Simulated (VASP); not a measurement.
# BP in VASP: notebook

BP is run at these levels: LDA; tasks: electric field gradients.

Program: VASP 6.6.1. These are calculated values, not measurements. Logs are shortened: lines on timing, memory, paths and dates and some standing lists are left out, and cuts for length are marked.

**1. The cell of the first run**

The structure is cubic, space group F-43m (No. 216). The conventional cell has a = 4.568 Å, b = 4.568 Å, c = 4.568 Å, α = 90.00°, β = 90.00°, γ = 90.00°. Within 2.6 Å of B (site symmetry -43m) lie 4 P at 1.98 Å. Within 2.6 Å of P (site symmetry -43m) lie 4 B at 1.98 Å.

**2. Electric field gradients, LDA (volume scaled by 1.02)**

INCAR

```
PREC     = Accurate       # precision mode
ENCUT    = 520            # plane-wave cutoff, eV
EDIFF    = 1E-8           # SCF threshold, eV
ISMEAR   = -1             # smearing method
SIGMA    = 0.05           # smearing width, eV
LREAL    = F              # projectors in reciprocal space
LASPH    = T              # aspherical terms in the spheres
NELM     = 100            # most SCF steps
ALGO     = Normal         # electronic algorithm
ISIF     = 2              # what is computed and relaxed
LWAVE    = F              # write WAVECAR
LCHARG   = F              # write CHGCAR
GGA      = CA             # functional
LEFG     = T            
NBANDS   = 11             # bands
```

KPOINTS

```
regular mesh
0
Gamma
  15 15 15
```

POSCAR

```
BP
1.0
    0.0000000000      2.2840269280      2.2840269280
    2.2840269280      0.0000000000      2.2840269280
    2.2840269280      2.2840269280      0.0000000000
B P
1 1
Direct
    0.0000000000      0.0000000000      0.0000000000
    0.7500000000      0.7500000000      0.7500000000
```

Potentials or basis: VASP PAW LDA potentials, release 64 (B, P).

Run with:

```bash
cat potpaw_LDA.64/B/POTCAR potpaw_LDA.64/P/POTCAR > POTCAR
mpirun -np 1 vasp_std > vasp.out
```

OUTCAR:

```text
PREC = Accurate
   ENCUT = 520
   EDIFF = 1E-8
   ISMEAR = -1
   LREAL = F
   LASPH = T
   NELM = 100
   ISIF = 2
   GGA = CA

 ion  position               nearest neighbor table
   1  0.000  0.000  0.000-   2 1.98   2 1.98   2 1.98   2 1.98
   2  0.750  0.750  0.750-   1 1.98   1 1.98   1 1.98   1 1.98

  LATTYP: Found a face centered cubic cell.
 ALAT       =     4.5680538560

  Lattice vectors:

 A1 = (   0.0000000000,   2.2840269280,   2.2840269280)
 A2 = (   2.2840269280,   0.0000000000,   2.2840269280)
 A3 = (   2.2840269280,   2.2840269280,   0.0000000000)

Analysis of symmetry for initial positions (statically):
[... 5 lines left out ...]
 face centered cubic supercell.

 Subroutine GETGRP returns: Found 24 space group operations
 (whereof 24 operations were pure point group operations)
 out of a pool of 48 trial point group operations.

The static configuration has the point symmetry T_d .

Analysis of symmetry for dynamics (positions and initial velocities):
[... 5 lines left out ...]
 face centered cubic supercell.

 Subroutine GETGRP returns: Found 24 space group operations
 (whereof 24 operations were pure point group operations)
 out of a pool of 48 trial point group operations.

The dynamic configuration has the point symmetry T_d .

 Subroutine INISYM returns: Found 24 space group operations
 (whereof 24 operations are pure point group operations),
 and found     1 'primitive' translations

----------------------------------------------------------------------------------------

                                     Primitive cell

  volume of cell :      23.8305

  direct lattice vectors                    reciprocal lattice vectors
     0.000000000  2.284026928  2.284026928    -0.218911605  0.218911605  0.218911605
     2.284026928  0.000000000  2.284026928     0.218911605 -0.218911605  0.218911605
     2.284026928  2.284026928  0.000000000     0.218911605  0.218911605 -0.218911605

  length of vectors
     3.230101858  3.230101858  3.230101858     0.379166022  0.379166022  0.379166022

  position of ions in fractional coordinates (direct lattice)
     0.000000000  0.000000000  0.000000000
     0.750000000  0.750000000  0.750000000

  ion indices of the primitive-cell ions
   primitive index   ion index
                 1           1
                 2           2

----------------------------------------------------------------------------------------

 KPOINTS: regular mesh

Automatic generation of k-mesh.
 Grid dimensions read from file:
 generate k-points for:   15   15   15

 Generating k-lattice:

  Cartesian coordinates                     Fractional coordinates (reciprocal lattice)
    -0.014594107  0.014594107  0.014594107     0.066666667  0.000000000  0.000000000
     0.014594107 -0.014594107  0.014594107     0.000000000  0.066666667  0.000000000
     0.014594107  0.014594107 -0.014594107     0.000000000  0.000000000  0.066666667

  Length of vectors
     0.025277735  0.025277735  0.025277735

  Shift w.r.t. Gamma in fractional coordinates (k-lattice)
     0.000000000  0.000000000  0.000000000

 Subroutine IBZKPT returns following result:
 ===========================================

 Found    120 irreducible k-points:

 Following reciprocal coordinates:
            Coordinates               Weight
  0.000000  0.000000  0.000000      1.000000
  0.066667  0.000000  0.000000      8.000000
  0.133333  0.000000  0.000000      8.000000
  0.200000  0.000000  0.000000      8.000000
  0.266667  0.000000  0.000000      8.000000
  0.333333  0.000000  0.000000      8.000000
[... 16 lines left out ...]
  0.133333  0.133333  0.000000      6.000000
  0.200000  0.133333  0.000000     24.000000
 [... further k-points ...]
   k-points           NKPTS =    120   k-points in BZ     NKDIM =    120   number of bands    NBANDS=     11
   number of dos      NEDOS =    301   number of ions     NIONS =      2
   total plane-waves  NPLWV =  13824
   dimension x,y,z NGX =    24 NGY =   24 NGZ =   24
   dimension x,y,z NGXF=    48 NGYF=   48 NGZF=   48
   ions per type =               1   1
   NGX,Y,Z   is equivalent  to a cutoff of  12.35, 12.35, 12.35 a.u.
   NGXF,Y,Z  is equivalent  to a cutoff of  24.70, 24.70, 24.70 a.u.
 SYSTEM =  unknown system
   PREC   = accura    normal or accurate (medium, high low for compatibility)
   ISTART =      0    job   : 0-new  1-cont  2-samecut
   ICHARG =      2    charge: 1-file 2-atom 10-const
   ISPIN  =      1    spin polarized calculation?
   LNONCOLLINEAR =      F non collinear calculations
   LSORBIT =      F    spin-orbit coupling
   LASPH  =      T    aspherical Exc in radial PAW
   ENCUT  =  520.0 eV  38.22 Ry    6.18 a.u.   6.01  6.01  6.01*2*pi/ulx,y,z
   NELM   =    100;   NELMIN=  2; NELMDL= -5     # of ELM steps
   EDIFF  = 0.1E-07   stopping-criterion for ELM
   LREAL  =      F    real-space projection
   EDIFFG = 0.1E-06   stopping-criterion for IOM
   NSW    =      0    number of steps for IOM
   IBRION =     -1    ionic relax: 0-MD 1-quasi-New 2-CG
   NFREE  =      0    steps in history (QN), initial steepest desc. (CG)
   ISIF   =      2    stress and relaxation
   ISYM   =      2    0-nonsym 1-usesym 2-fastsym
   POTIM  = 0.5000    time-step for ionic-motion
   TEBEG  =    0.0;   TEEND  =   0.0 temperature during run
   PSTRESS=    0.0 pullay stress
   NELECT =       8.0000    total number of electrons
   NUPDOWN=      -1.0000    fix difference up-down
   EMIN   =  10.00;   EMAX   =-10.00  energy-range for DOS
   EFERMI =   0.00;   METHOD = LEGACY
   ISMEAR =    -1;   SIGMA  =   0.05  broadening in eV -4-tet -1-fermi 0-gaus
   EFERMI_NEDOS =   21; number of points for ismear=-14 and -15
   IALGO  =     38    algorithm
   IMIX   =      4    mixing-type and parameters
     AMIX     =   0.40;   BMIX     =  1.00
     AMIX_MAG =   1.60;   BMIX_MAG =  1.00
  volume/ion in A,a.u.               =      11.92        80.41
  Fermi-wavevector in a.u.,A,eV,Ry     =   1.137785  2.150102 17.613492  1.294555
  Thomas-Fermi vector in A             =   2.274490
   LORBIT       =      0    0 simple, 1 ext, 2 COOP (PROOUT), +10 PAW based schemes
   GGA     = CA    functional components
   LHFCALC =     F    Hartree Fock is set to
   AEXX    =    0.0000 exact exchange contribution
   IVDW    =     0    specifies the selected vdW correction
   LEPSILON=     F    determine dielectric tensor
   LRPA    =     F    only Hartree local field effects (RPA)
 non-spin polarized calculation
  energy-cutoff  :      520.00
  volume of cell :       23.83
 maximum number of plane-waves:       656
   NGX = 13   NGY = 13   NGZ = 13

 number of electron       7.9999999 magnetization

 Free energy of the ion-electron system (eV)
  ---------------------------------------------------
  ext. energy  EPLUGINS =         0.00000000
  ---------------------------------------------------
  free energy    TOTEN  =       -14.36778519 eV

  energy without entropy =      -14.36778516  energy(sigma->0) =      -14.36778518

 E-fermi :   7.7651     XC(G=0): -11.0065

 val. band max:        7.1711373894   @ k =   0.0000   0.0000   0.0000
 cond. band min:       8.3815300305   @ k =   0.4000   0.4000   0.0000
 fundamental gap:      1.2103926411
 Fermi energy:         7.7651394975

 k-point     1 :       0.0000    0.0000    0.0000
  band No.  band energies     occupation
      1      -8.0455      2.00000
      2       7.1711      1.99999
      3       7.1711      1.99999
      4       7.1711      1.99999
      5      10.5199      0.00000
      6      10.5199      0.00000
      7      10.5199      0.00000
      8      14.2403      0.00000
      9      18.2913      0.00000
     10      19.2954      0.00000
     11      19.2954      0.00000

 k-point     2 :       0.0667    0.0000    0.0000
  band No.  band energies     occupation
      1      -7.9666      2.00000
      2       6.5317      2.00000
      3       7.0321      2.00000
      4       7.0321      2.00000
      5      10.7117      0.00000
      6      10.7117      0.00000
      7      10.7639      0.00000
      8      14.4818      0.00000
      9      18.5498      0.00000
     10      18.9119      0.00000
     11      18.9119      0.00000

 k-point     3 :       0.1333    0.0000    0.0000
  band No.  band energies     occupation
      1      -7.7314      2.00000
      2       5.1611      2.00000
      3       6.7063      2.00000
      4       6.7063      2.00000
      5      11.0359      0.00000
      6      11.1608      0.00000
      7      11.1608      0.00000
      8      15.1316      0.00000
      9      18.2930      0.00000
     10      18.2930      0.00000
     11      19.1935      0.00000

 k-point     4 :       0.2000    0.0000    0.0000
  band No.  band energies     occupation
      1      -7.3442      2.00000
      2       3.5909      2.00000
      3       6.3345      2.00000
      4       6.3345      2.00000
      5      11.0936      0.00000
      6      11.6260      0.00000
      7      11.6260      0.00000
      8      15.9382      0.00000
      9      17.9715      0.00000
     10      17.9715      0.00000
     11      19.7154      0.00000
[... 239 lines left out ...]
 k-point    22 :      -0.0667    0.0667    0.0000
  band No.  band energies     occupation
      1      -7.8357      2.00000
      2       5.9486      2.00000
      3       6.3393      2.00000
      4       7.0612      2.00000
      5      10.7297      0.00000
      6      10.9441      0.00000
      7      11.3136      0.00000
      8      14.8024      0.00000
      9      18.0926      0.00000
     10      18.9215      0.00000
     11      18.9745      0.00000

 k-point    23 :       0.1333    0.1333    0.0000
  band No.  band energies     occupation
      1      -7.6264      2.00000
      2       5.8662      2.00000
      3       5.9108      2.00000
      4       5.9108      2.00000
      5       9.8273      0.00000
      6      12.2336      0.00000
      7      12.2336      0.00000
      8      14.4695      0.00000
      9      17.4105      0.00000
     10      19.5933      0.00000
     11      19.7496      0.00000

 k-point    24 :       0.2000    0.1333    0.0000
  band No.  band energies     occupation
      1      -7.3412      2.00000
      2       4.5975      2.00000
      3       5.4963      2.00000
      4       5.8212      2.00000
      5       9.8285      0.00000
      6      12.7062      0.00000
      7      12.8649      0.00000
      8      14.1193      0.00000
      9      17.7070      0.00000
     10      19.7630      0.00000
     11      20.2903      0.00000

 [... further k-points ...]
[... 5 lines left out ...]
  --------------------------------------------------------------------------------------
  -------------------------------------------------------------------------------------
  Total       -1.2312277     -1.2312277     -1.2312277      0.0000000      0.0000000     -0.0000000
  in kB      -82.7780722    -82.7780722    -82.7780722      0.0000000      0.0000000     -0.0000000
  external PRESSURE =     -82.7780722 kB  Pullay stress =       0.0000000 kB

 VOLUME and BASIS-vectors are now :
 -----------------------------------------------------------------------------
  energy-cutoff  :      520.00
  volume of cell :       23.83
      direct lattice vectors                 reciprocal lattice vectors
     0.000000000  2.284026928  2.284026928    -0.218911605  0.218911605  0.218911605
     2.284026928  0.000000000  2.284026928     0.218911605 -0.218911605  0.218911605
     2.284026928  2.284026928  0.000000000     0.218911605  0.218911605 -0.218911605

 POSITION                                       TOTAL-FORCE (eV/Angst)
 -----------------------------------------------------------------------------------
      0.00000      0.00000      0.00000         0.000000      0.000000      0.000000
      3.42604      3.42604      3.42604        -0.000000     -0.000000     -0.000000
 -----------------------------------------------------------------------------------
    total drift:                               -0.000000     -0.000000     -0.000000

  FREE ENERGIE OF THE ION-ELECTRON SYSTEM (eV)
  ---------------------------------------------------
  free  energy   TOTEN  =       -14.3677851920 eV

  energy  without entropy=      -14.3677851612  energy(sigma->0) =      -14.36778518

 Electric field gradients (V/A^2)
---------------------------------------------------------------------
 ion       V_xx      V_yy      V_zz      V_xy      V_xz      V_yz
---------------------------------------------------------------------
   1       0.000    -0.000    -0.000     0.000     0.000     0.000
   2      -0.000     0.000    -0.000    -0.000    -0.000    -0.000
---------------------------------------------------------------------

 Electric field gradients after diagonalization (V/A^2)
 (convention: |V_zz| > |V_xx| > |V_yy|)
----------------------------------------------------------------------
 ion       V_xx      V_yy      V_zz     asymmetry (V_yy - V_xx)/ V_zz
----------------------------------------------------------------------
   1      -0.000    -0.000     0.000       0.000
   2       0.000     0.000    -0.000       0.000
----------------------------------------------------------------------

           NMR quadrupolar parameters

 Cq : quadrupolar parameter    Cq=e*Q*V_zz/h
 eta: asymmetry parameters     (V_yy - V_xx)/ V_zz
 Q  : nuclear electric quadrupole moment in mb (millibarn)
----------------------------------------------------------------------
 ion       Cq(MHz)       eta       Q (mb)
----------------------------------------------------------------------
   1       0.000       0.000       1.000
   2      -0.000       0.000       1.000
----------------------------------------------------------------------
```

It took 35 s on 1 thread of AMD EPYC 7R43 (Zen 3), shared host; peak memory 0.1 GiB.

Results:

| Item | Value |
| --- | --- |
| Free energy | -14.3678 eV |
| Pressure | -8.3 GPa |
| Band gap on the k mesh | 1.21 eV, indirect (least direct gap 3.35 eV) |

Caveat: without QUAD_EFG the Cq values of the log hold for a quadrupole moment of 1 mb, not for the nuclei. A k mesh can miss the band edges.

(Continued in part 2 of 3.)
